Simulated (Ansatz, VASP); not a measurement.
## Two plane-wave programs on BN

```xyz
2
Lattice="0.0000 1.8130 1.8130 1.8130 0.0000 1.8130 1.8130 1.8130 0.0000" Properties=species:S:1:pos:R:3 pbc="T T T"
B     0.0000    0.0000    0.0000
N     2.7195    2.2195    2.7195
```

Change from the starting cell: all N atoms moved -0.500 Å, as atom 2 along Cartesian [0 1 0].

Alike in both runs: task single point; functional r2SCAN; k mesh 12 × 12 × 12; occupations gaussian, width 0.05 eV; no spin polarisation.

|  | VASP | Ansatz |
| --- | --- | --- |
| version | VASP 6.6.1 | Ansatz 0.2.0 |
| potentials or method | VASP PAW PBE potentials, release 64 (B, N), cutoff 520 eV | scalar-relativistic, plane waves, PAW |
| valence electrons in the cell | 8 | 8 |

|  | VASP | Ansatz | Ansatz less VASP |
| --- | --- | --- | --- |
| gap on the k mesh at the Fermi level (eV) | 1.41 | 1.39 | -0.019 |
| least direct gap on the mesh (eV) | 6.21 | 6.15 | -0.055 |
| rms of the force components (eV/Å) | 3.554 | 3.604 | +0.0504 |

VASP's potentials were made for PBE, not for r2SCAN. Atom by atom the forces differ by 0.050 eV/Å (rms over components).
